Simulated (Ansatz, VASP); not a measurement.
## Sr in VASP and in Ansatz

The input INCAR:

```
PREC     = Accurate       # precision mode
ENCUT    = 520            # plane-wave cutoff, eV
EDIFF    = 1E-7           # SCF threshold, eV
ISMEAR   = -1             # smearing method
SIGMA    = 0.1            # smearing width, eV
LREAL    = F              # projectors in reciprocal space
LASPH    = T              # aspherical terms in the spheres
NELM     = 60             # most SCF steps
ALGO     = Normal         # electronic algorithm
ISIF     = 2              # what is computed and relaxed
LWAVE    = F              # write WAVECAR
LCHARG   = T              # write CHGCAR
GGA      = B5             # functional
ALDAX    = 1.0          
AGGAX    = 1.0          
AGGAC    = 1.0          
ALDAC    = 0.0          
LELF     = T              # ELF
LVHAR    = T            
NBANDS   = 11             # bands
```

Contents of KPOINTS:

```
Automatic mesh
0
Gamma
  15 15 15
```

The input POSCAR:

```
Sr
1.0
    0.0000000000      3.1594768862      3.1594768862
    3.1594768862      0.0000000000      3.1594768862
    3.1594768862      3.1594768862      0.0000000000
Sr
1
Direct
    0.0000000000      0.0000000000      0.0000000000
```

Input for Ansatz:

```yaml
crystal:
  lattice:
    - [0.0, 3.1594768862, 3.1594768862]
    - [3.1594768862, 0.0, 3.1594768862]
    - [3.1594768862, 3.1594768862, 0.0]
  atoms:
    - { symbol: Sr, position: [0.0, 0.0, 0.0] }
hamiltonian:
  xc: blyp
  pseudopotentials:
    kind: paw
    azcp:
      Sr: "pseudopotentials/Sr.paw.azcp"
basis:
  ecutwfc: 420
  fft_grid_basis: typed
kpoints:
  mp_grid: { grid: [15, 15, 15], shift: [0, 0, 0] }
magnetization:
  spin_polarized: false
scf:
  occupations: { method: fermi_dirac, width: 0.1 }
output:
  stress: true
```

Alike in both runs: task single point; functional BLYP; k mesh 15 × 15 × 15; occupations fermi-dirac, width 0.1 eV; no spin polarisation.

|  | VASP | Ansatz |
| --- | --- | --- |
| version | VASP 6.6.1 | Ansatz 0.2.0 |
| potentials or method | VASP PAW PBE potentials, release 64 (Sr_sv), cutoff 520 eV | plane waves (420 eV) with PAW, scalar-relativistic |
| valence electrons in the cell | 10 | 10 |

|  | VASP | Ansatz | Ansatz less VASP |
| --- | --- | --- | --- |
| pressure (GPa) | -1.0 | -1.0 | 0.00 |

VASP's potentials were made for PBE, not for BLYP. The functional is the same, so the differences come from potentials, cutoffs and numerics.
